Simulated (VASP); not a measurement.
# NbSn (L11 type) (R-3m) in VASP: electric field gradients with PBE

Aim: the electric field gradients of NbSn (L11 type) with PBE.

All numbers are computed with VASP 6.6.1; they aren't measurements. Logs are shortened: lines on timing, memory, paths and dates and some standing lists are left out, and cuts for length are marked.

**1. The cell of the first run**

The structure is trigonal, space group R-3m (No. 166). The conventional cell has a = 3.145 Å, b = 3.145 Å, c = 14.274 Å, α = 90.00°, β = 90.00°, γ = 120.00°. Within 3.9 Å of Nb (site symmetry -3m) lie 6 Sn at 2.99 Å and 6 Nb at 3.15 Å. Within 3.9 Å of Sn (site symmetry -3m) lie 6 Nb at 2.99 Å and 6 Sn at 3.15 Å.

**2. Electric field gradients, PBE**

The input, INCAR:

```
SYSTEM = NbSn
PREC = Accurate
ENCUT = 520
EDIFF = 1E-8
ISMEAR = -1
SIGMA = 0.03
LREAL = .FALSE.
LASPH = .TRUE.
NELM = 100
ALGO = Normal
ISIF = 2
LWAVE = .FALSE.
LCHARG = .FALSE.
GGA = PE
LEFG = .TRUE.
NBANDS = 20
```

The input, KPOINTS:

```
regular mesh
0
G
  16 16 16
  0 0 0
```

The input, POSCAR:

```
NbSn
1.0
    1.5725394942     -0.9079061003      4.7581416149
    0.0000000000      1.8158122006      4.7581416149
   -1.5725394942     -0.9079061003      4.7581416149
Nb Sn
1 1
Direct
    0.0000000000      0.0000000000      0.0000000000
    0.5000000000      0.5000000000      0.5000000000
```

Potentials or basis: VASP PAW PBE potentials, release 64 (Nb_sv, Sn_d).

Run with:

```sh
> cat potpaw_PBE.64/Nb_sv/POTCAR potpaw_PBE.64/Sn_d/POTCAR > POTCAR
> mpirun -np 1 vasp_std > vasp.out
```

OUTCAR:

```text
SYSTEM = NbSn
   PREC = Accurate
   ENCUT = 520
   EDIFF = 1E-8
   ISMEAR = -1
   LREAL = .FALSE.
   LASPH = .TRUE.
   NELM = 100
   ISIF = 2
   GGA = PE

 ion  position               nearest neighbor table
   1  0.000  0.000  0.000-   2 2.99   2 2.99   2 2.99   2 2.99   2 2.99   2 2.99
   2  0.500  0.500  0.500-   1 2.99   1 2.99   1 2.99   1 2.99   1 2.99   1 2.99

  LATTYP: Found a trigonal (rhomboedric) cell.
 ALAT       =     5.0928465101
 COS(alpha) =     0.8093170141

  Lattice vectors:

 A1 = (   1.5725394942,  -0.9079061003,   4.7581416149)
 A2 = (   0.0000000000,   1.8158122006,   4.7581416149)
 A3 = (  -1.5725394942,  -0.9079061003,   4.7581416149)

Analysis of symmetry for initial positions (statically):
=====================================================================
 Subroutine PRICEL returns:
 Original cell was already a primitive cell.

 Routine SETGRP: Setting up the symmetry group for a
 trigonal (rhombohedral) supercell.

 Subroutine GETGRP returns: Found 12 space group operations
 (whereof 12 operations were pure point group operations)
 out of a pool of 12 trial point group operations.

The static configuration has the point symmetry D_3d.

Analysis of symmetry for dynamics (positions and initial velocities):
=====================================================================
 Subroutine PRICEL returns:
 Original cell was already a primitive cell.

 Routine SETGRP: Setting up the symmetry group for a
 trigonal (rhombohedral) supercell.

 Subroutine GETGRP returns: Found 12 space group operations
 (whereof 12 operations were pure point group operations)
 out of a pool of 12 trial point group operations.

The dynamic configuration has the point symmetry D_3d.

 Subroutine INISYM returns: Found 12 space group operations
 (whereof 12 operations are pure point group operations),
 and found     1 'primitive' translations

----------------------------------------------------------------------------------------

                                     Primitive cell

  volume of cell :      40.7597

  direct lattice vectors                    reciprocal lattice vectors
     1.572539494 -0.907906100  4.758141615     0.317957038 -0.183572582  0.070055362
[... 122 lines left out ...]
   NGX = 19   NGY = 19   NGZ = 19

 number of electron      27.0000003 magnetization

 Free energy of the ion-electron system (eV)
  ---------------------------------------------------
  ext. energy  EPLUGINS =         0.00000000
  ---------------------------------------------------
  free energy    TOTEN  =       -13.82726604 eV

  energy without entropy =      -13.82237324  energy(sigma->0) =      -13.82481964

 E-fermi :  11.0314     XC(G=0): -11.8296

 val. band max:       11.0308042584   @ k =   0.2500   0.1875   0.1875
 cond. band min:      11.0334604141   @ k =  -0.3750   0.1250   0.0625
 fundamental gap:      0.0026561558
 Fermi energy:        11.0314409954

 k-point     1 :       0.0000    0.0000    0.0000
  band No.  band energies     occupation
      1     -44.0408      2.00000
      2     -20.2130      2.00000
      3     -19.7636      2.00000
      4     -19.7636      2.00000
      5     -10.6054      2.00000
      6     -10.6054      2.00000
[... 541 lines left out ...]
     19      18.6918      0.00000
     20      21.1298      0.00000

 [... further k-points ...]

------------------------ aborting loop because EDIFF is reached ----------------------------------------

  FORCE on cell =-STRESS in cart. coord.  units (eV):
  Direction    XX          YY          ZZ          XY          YZ          ZX
  --------------------------------------------------------------------------------------
  -------------------------------------------------------------------------------------
  Total       -0.0271473     -0.0271473     -0.0398002      0.0000000     -0.0000000      0.0000000
  in kB       -1.0671033     -1.0671033     -1.5644621      0.0000000     -0.0000000      0.0000000
  external PRESSURE =      -1.2328896 kB  Pullay stress =       0.0000000 kB

 VOLUME and BASIS-vectors are now :
 -----------------------------------------------------------------------------
  energy-cutoff  :      520.00
  volume of cell :       40.76
      direct lattice vectors                 reciprocal lattice vectors
     1.572539494 -0.907906100  4.758141615     0.317957038 -0.183572582  0.070055362
     0.000000000  1.815812201  4.758141615     0.000000000  0.367145163  0.070055362
    -1.572539494 -0.907906100  4.758141615    -0.317957038 -0.183572582  0.070055362

 POSITION                                       TOTAL-FORCE (eV/Angst)
 -----------------------------------------------------------------------------------
      0.00000      0.00000      0.00000         0.000000     -0.000000      0.000000
      0.00000      0.00000      7.13721        -0.000000      0.000000      0.000000
 -----------------------------------------------------------------------------------
    total drift:                               -0.000000      0.000000     -0.000000

  FREE ENERGIE OF THE ION-ELECTRON SYSTEM (eV)
  ---------------------------------------------------
  free  energy   TOTEN  =       -13.8272660379 eV

  energy  without entropy=      -13.8223732438  energy(sigma->0) =      -13.82481964

 Electric field gradients (V/A^2)
---------------------------------------------------------------------
 ion       V_xx      V_yy      V_zz      V_xy      V_xz      V_yz
---------------------------------------------------------------------
   1     -30.188   -30.188    60.375    -0.000    -0.000    -0.000
   2     129.466   129.466  -258.932     0.000    -0.000     0.000
---------------------------------------------------------------------

 Electric field gradients after diagonalization (V/A^2)
 (convention: |V_zz| > |V_xx| > |V_yy|)
----------------------------------------------------------------------
 ion       V_xx      V_yy      V_zz     asymmetry (V_yy - V_xx)/ V_zz
----------------------------------------------------------------------
   1     -30.188   -30.188    60.375       0.000
   2     129.466   129.466  -258.932       0.000
----------------------------------------------------------------------

           NMR quadrupolar parameters

 Cq : quadrupolar parameter    Cq=e*Q*V_zz/h
 eta: asymmetry parameters     (V_yy - V_xx)/ V_zz
 Q  : nuclear electric quadrupole moment in mb (millibarn)
----------------------------------------------------------------------
 ion       Cq(MHz)       eta       Q (mb)
----------------------------------------------------------------------
   1       0.146       0.000       1.000
   2      -0.626       0.000       1.000
----------------------------------------------------------------------
```

OSZICAR:

```text
N       E                     dE             d eps       ncg     rms          rms(c)
DAV:   1     0.278119393369E+03    0.27812E+03   -0.14069E+04 17228   0.196E+03
DAV:   2     0.121079426580E+02   -0.26601E+03   -0.25929E+03 16748   0.541E+02
DAV:   3    -0.129834679317E+02   -0.25091E+02   -0.24392E+02 21960   0.150E+02
DAV:   4    -0.143742776067E+02   -0.13908E+01   -0.13745E+01 28148   0.307E+01
DAV:   5    -0.144133672840E+02   -0.39090E-01   -0.38979E-01 22508   0.398E+00    0.646E+00
DAV:   6    -0.139081323585E+02    0.50523E+00   -0.13902E+00 23212   0.956E+00    0.222E+00
DAV:   7    -0.138387714362E+02    0.69361E-01   -0.26197E-01 24296   0.400E+00    0.133E+00
DAV:   8    -0.138275336232E+02    0.11238E-01   -0.49662E-02 23396   0.213E+00    0.530E-01
DAV:   9    -0.138272323526E+02    0.30127E-03   -0.54386E-03 23160   0.806E-01    0.111E-01
DAV:  10    -0.138272764162E+02   -0.44064E-04   -0.43859E-04 24192   0.208E-01    0.234E-02
DAV:  11    -0.138272660310E+02    0.10385E-04   -0.44396E-05 25432   0.802E-02    0.107E-02
DAV:  12    -0.138272666428E+02   -0.61175E-06   -0.30266E-06 21940   0.165E-02    0.361E-03
DAV:  13    -0.138272662117E+02    0.43112E-06   -0.19656E-07 23284   0.566E-03    0.101E-03
DAV:  14    -0.138272660548E+02    0.15687E-06   -0.13305E-08 13844   0.139E-03    0.358E-04
DAV:  15    -0.138272660362E+02    0.18655E-07   -0.19843E-09 12528   0.548E-04    0.523E-05
DAV:  16    -0.138272660379E+02   -0.17808E-08   -0.60375E-10 12344   0.289E-04
   1 F= -.13827266E+02 E0= -.13824820E+02  d E =-.489279E-02
```

stdout:

```text
POSCAR found type information on POSCAR NbSn
 POSCAR found :  2 types and       2 ions
 scaLAPACK will be used
 LDA part: xc-table for (Slater+PW92), standard interpolation
 POSCAR, INCAR and KPOINTS ok, starting setup
 FFT: planning ... GRIDC
 FFT: planning ... GRID_SOFT
 FFT: planning ... GRID
 WAVECAR not read
 entering main loop
ion   1

ion   2
```

It took 9.5 min on 1 thread of Intel Xeon Platinum 8488C (Sapphire Rapids), shared host; peak memory 0.51 GiB.

What came out:

- Free energy: -13.8273 eV
- Pressure: -0.1 GPa
- Band gap on the k mesh: zero (an odd number of electrons rules out a gap without spin polarisation)
- Largest electric field gradient by atom: Nb +60.4; Sn -258.9 V/Å²

Electric field gradients, principal values (V/Å²):
```csv
atom,least,middle,greatest (by size)
1 Nb,-30.188,-30.188,60.375
2 Sn,129.466,129.466,-258.932
```

Caveat: without QUAD_EFG the Cq values of the log hold for a quadrupole moment of 1 mb, not for the nuclei; spin-orbit coupling is left out, which moves the levels of the heavy elements.
